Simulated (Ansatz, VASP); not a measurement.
**Ga2O3: VASP beside Ansatz**

```xyz
10
Lattice="6.2277 -1.5418 0.0120 6.2277 1.5417 0.0120 -1.4023 0.0001 5.7072" Properties=species:S:1:pos:R:3 pbc="T T T"
Ga    0.0051    0.0001    4.5377
Ga   11.0480    0.0000    1.1935
Ga    7.7615   -0.0001    1.8087
Ga    3.2916    0.0001    3.9225
O     1.8835    0.0000    0.6269
O     9.1696    0.0001    5.1043
O     1.3721    0.0001    3.2250
O     9.6810    0.0000    2.5062
O     5.8186    0.0000    1.4769
O     5.2345    0.0001    4.2544
```

Change from the starting cell: atom 3 moved 0.45 Å; relaxed back.

Alike in both runs: functional PBE; k mesh 8 × 8 × 4; occupations gaussian, width 0.05 eV; no spin polarisation.

Ansatz relaxed the structure, and its values are those at the end. VASP's run is a single point on that final structure, the one shown.

```csv
,VASP,Ansatz
version,VASP 6.6.1,Ansatz 0.2.0
potentials or method,"VASP PAW PBE potentials, release 64 (Ga_d, O), cutoff 520 eV","scalar-relativistic, plane waves, PAW"
valence electrons in the cell,88,88
```

|  | VASP | Ansatz | Ansatz less VASP |
| --- | --- | --- | --- |
| gap on the k mesh at the Fermi level (eV) | 2.00 | 2.02 | +0.017 |
| least direct gap on the mesh (eV) | 2.02 | 2.03 | +0.015 |
| pressure (GPa) | 0.6 | 0.0 | -0.56 |
| rms of the force components (eV/Å) | 0.008 | 0.001 | -0.0070 |
